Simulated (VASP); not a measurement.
# Mg3Sb2 (P-3m1) in VASP: a series of runs, part 2 of 2

VASP 6.6.1.

### Step 4. Single point, PBE, non-collinear spin, zero start, spin-orbit coupling (25.29 Å³/atom)

This run uses another cell than the first one, of 25.29 Å³/atom.

INCAR reads:

```
SYSTEM = Mg3Sb2
PREC     = Accurate       ! precision mode
ENCUT    = 600            ! plane-wave cutoff, eV
EDIFF    = 1E-6           ! SCF threshold, eV
ISMEAR   = 0              ! smearing method
SIGMA    = 0.05           ! smearing width, eV
LREAL    = .FALSE.        ! projectors in reciprocal space
LASPH    = .TRUE.         ! aspherical terms in the spheres
NELM     = 200            ! most SCF steps
ALGO     = Normal         ! electronic algorithm
ISIF     = 2              ! what is computed and relaxed
LWAVE    = .FALSE.        ! write WAVECAR
LCHARG   = .TRUE.         ! write CHGCAR
MAGMOM   = 0 0 0 0 0 0 0 0 0 0 0 0 0 0 0 ! initial moments
LORBIT   = 11             ! projections on sites
LSORBIT  = .TRUE.         ! spin-orbit coupling
GGA_COMPAT= .FALSE.      
LORBMOM  = .TRUE.       
GGA      = PE             ! functional
LVHAR    = .TRUE.       
NBANDS   = 31             ! bands
```

KPOINTS reads:

```
Automatic mesh
0
G
  6 6 4
  0 0 0
```

POSCAR reads:

```
Mg3Sb2
1.0
    4.5196675444      0.0000000000      0.0000000000
   -2.2598337722      3.9141469101      0.0000000000
    0.0000000000      0.0000000000      7.1473717354
Sb Mg
2 3
Direct
    0.3333333333      0.6666666667      0.2257453521
    0.6666666667      0.3333333333      0.7742546479
    0.0000000000      0.0000000000      0.0000000000
    0.3333333333      0.6666666667      0.6328708476
    0.6666666667      0.3333333333      0.3671291524
```

Potentials or basis: VASP PAW PBE potentials, release 64 (Sb, Mg).

The run is started by

```
> cat potpaw_PBE.64/Sb/POTCAR potpaw_PBE.64/Mg/POTCAR > POTCAR
> mpirun -np 1 vasp_ncl > vasp.out
```

OUTCAR:

```text
SYSTEM = Mg3Sb2
   PREC = Accurate
   ENCUT = 600
   EDIFF = 1E-6
   ISMEAR = 0
   LREAL = .FALSE.
   LASPH = .TRUE.
   NELM = 200
   ISIF = 2
   LORBIT = 11
   LSORBIT = .TRUE.
   GGA = PE

 ion  position               nearest neighbor table
   1  0.333  0.667  0.226-   5 2.80   5 2.80   5 2.80   4 2.91   3 3.07   3 3.07   3 3.07
   2  0.667  0.333  0.774-   4 2.80   4 2.80   4 2.80   5 2.91   3 3.07   3 3.07   3 3.07
   3  0.000  0.000  0.000-   1 3.07   2 3.07   1 3.07   2 3.07   2 3.07   1 3.07
   4  0.333  0.667  0.633-   2 2.80   2 2.80   2 2.80   1 2.91   5 3.23   5 3.23   5 3.23
   5  0.667  0.333  0.367-   1 2.80   1 2.80   1 2.80   2 2.91   4 3.23   4 3.23   4 3.23

  LATTYP: Found a hexagonal cell.
 ALAT       =     4.5196675444
 C/A-ratio  =     1.5813932474

  Lattice vectors:

 A1 = (   4.5196675444,   0.0000000000,   0.0000000000)
 A2 = (  -2.2598337722,   3.9141469101,   0.0000000000)
 A3 = (   0.0000000000,   0.0000000000,   7.1473717354)

Analysis of symmetry for initial positions (statically):
=====================================================================
 Subroutine PRICEL returns:
 Original cell was already a primitive cell.

[... 1033 lines left out ...]
     0.0000000     0.0000000     0.0000000     0.0000000     0.0000000     0.0000000     0.0000000
[... 69 lines left out ...]
 l=   2
     0.0000000     0.0000000     0.0000000     0.0000000    -0.0000001
     0.0000000     0.0000000    -0.0000000     0.0000000     0.0000000
     0.0000000    -0.0000000     0.0000000    -0.0000000     0.0000000
     0.0000000     0.0000000    -0.0000000     0.0000000     0.0000000
    -0.0000001     0.0000000     0.0000000     0.0000000     0.0000000
 l=   3
     0.0000000     0.0000000     0.0000000     0.0000000     0.0000000     0.0000000     0.0000000
     0.0000000     0.0000000     0.0000000     0.0000000     0.0000000     0.0000000     0.0000000
     0.0000000     0.0000000     0.0000000     0.0000000     0.0000000     0.0000000     0.0000000
     0.0000000     0.0000000     0.0000000     0.0000000     0.0000000     0.0000000     0.0000000
     0.0000000     0.0000000     0.0000000     0.0000000     0.0000000     0.0000000     0.0000000
     0.0000000     0.0000000     0.0000000     0.0000000     0.0000000     0.0000000     0.0000000
     0.0000000     0.0000000     0.0000000     0.0000000     0.0000000     0.0000000     0.0000000

 total charge

# of ion       s       p       d       tot
------------------------------------------
    1        1.117   1.439   0.013   2.569
    2        1.117   1.439   0.013   2.569
    3        0.153   0.104   0.021   0.278
    4        0.186   0.140   0.025   0.351
    5        0.186   0.140   0.025   0.351
--------------------------------------------------
tot          2.758   3.262   0.097   6.118

 magnetization (x)

# of ion       s       p       d       tot
------------------------------------------
    1        0.000   0.000   0.000   0.000
    2        0.000  -0.000   0.000  -0.000
    3        0.000   0.000   0.000   0.000
    4        0.000   0.000   0.000   0.000
    5        0.000   0.000   0.000   0.000
--------------------------------------------------
tot          0.000  -0.000   0.000  -0.000

 magnetization (y)

# of ion       s       p       d       tot
------------------------------------------
    1       -0.000  -0.000   0.000  -0.000
    2       -0.000  -0.000   0.000  -0.000
    3        0.000   0.000   0.000   0.000
    4        0.000   0.000  -0.000  -0.000
    5        0.000   0.000  -0.000  -0.000
--------------------------------------------------
tot         -0.000  -0.000  -0.000  -0.000

 magnetization (z)

# of ion       s       p       d       tot
------------------------------------------
    1        0.000   0.000   0.000   0.000
    2        0.000  -0.000   0.000  -0.000
    3       -0.000   0.000   0.000  -0.000
    4        0.000   0.000   0.000   0.000
    5        0.000   0.000   0.000   0.000
--------------------------------------------------
tot         -0.000  -0.000   0.000  -0.000
```

OSZICAR:

```text
N       E                     dE             d eps       ncg     rms          rms(c)
DAV:   1     0.520391629590E+02    0.52039E+02   -0.54535E+03  1488   0.886E+02
DAV:   2    -0.101788388987E+02   -0.62218E+02   -0.57096E+02  1749   0.130E+02
DAV:   3    -0.151932625928E+02   -0.50144E+01   -0.48420E+01  1957   0.356E+01
DAV:   4    -0.152762613890E+02   -0.82999E-01   -0.82897E-01  1829   0.489E+00
DAV:   5    -0.152775811492E+02   -0.13198E-02   -0.13197E-02  2004   0.758E-01    0.514E+00
DAV:   6    -0.148013502705E+02    0.47623E+00   -0.50661E-01  1729   0.293E+00    0.312E+00
DAV:   7    -0.147007186514E+02    0.10063E+00   -0.27454E-01  1872   0.220E+00    0.201E+00
DAV:   8    -0.147020927720E+02   -0.13741E-02   -0.20964E-02  1943   0.709E-01    0.860E-01
DAV:   9    -0.147007498717E+02    0.13429E-02   -0.10541E-02  1621   0.462E-01    0.320E-01
DAV:  10    -0.147005557128E+02    0.19416E-03   -0.54852E-04  1698   0.140E-01    0.613E-02
DAV:  11    -0.147005945972E+02   -0.38884E-04   -0.45754E-05  1791   0.343E-02    0.349E-02
DAV:  12    -0.147006087818E+02   -0.14185E-04   -0.11326E-05  1742   0.173E-02    0.960E-03
DAV:  13    -0.147006108677E+02   -0.20859E-05   -0.29789E-06  1713   0.857E-03    0.223E-03
DAV:  14    -0.147006113563E+02   -0.48860E-06   -0.88077E-07  1613   0.448E-03
   1 F= -.14700611E+02 E0= -.14700451E+02  d E =-.320336E-03  mag=     0.0000     0.0000     0.0000
```

Run time: 6.3 min. Hardware: 1 thread of Intel Xeon 8259CL, shared host; peak memory 0.66 GiB.

What came out:

- Free energy: -14.7006 eV
- Pressure: 2.6 GPa
- Largest force: 0.136 eV/Å
- Net moment: 0.00 μB per cell
- Valence electrons inside the program's atomic spheres: Sb 2.57; Mg 0.28, 0.35 (each value once)

Forces in eV/Å, atoms in the order of the input:
```
Sb   0.000  0.000 -0.136
Sb   0.000  0.000  0.136
Mg   0.000  0.000  0.000
Mg   0.000  0.000 -0.033
Mg   0.000  0.000  0.033
```

Moments on the atoms (μB; x, y, z):
```
Sb  0.00 0.00 0.00
Sb  0.00 0.00 0.00
Mg  0.00 0.00 0.00
Mg  0.00 0.00 0.00
Mg  0.00 0.00 0.00
```

### Step 5. Overview

| task | spin | cell | k mesh | gap on the mesh (eV) | pressure (GPa) | largest force (eV/Å) |
| --- | --- | --- | --- | --- | --- | --- |
| single point | off | a = 4.582, b = 4.582, c = 7.245 Å, angles 90.0, 90.0, 120.0°, 5 atoms, atomic positions A | 8 × 8 × 4 | 0.23 | 0.5 | 0.04 |
| relaxation of shape and atoms at fixed volume | off | relaxed from a = 4.604, b = 4.604, c = 7.174 Å, angles 90.0, 90.0, 120.0°, 5 atoms, atomic positions B | 8 × 8 × 4 | 0.22 | 0.4 | 0.02 |
| single point | non-collinear, zero start, SOC | a = 4.520, b = 4.520, c = 7.147 Å, angles 90.0, 90.0, 120.0°, 5 atoms, atomic positions A | 6 × 6 × 4 | - | 2.6 | 0.14 |

Alike in all rows: level PBE; potentials or basis VASP PAW PBE potentials, release 64 (Sb, Mg); cutoff (eV) 600; smearing gaussian 0.05 eV.

Caveats: semilocal functionals underestimate gaps, and a narrow one can read as zero (at least some runs); spin-orbit coupling is left out, which moves the levels of the heavy elements (at least some runs).

Absolute energies hang on the potentials; compare differences alone.
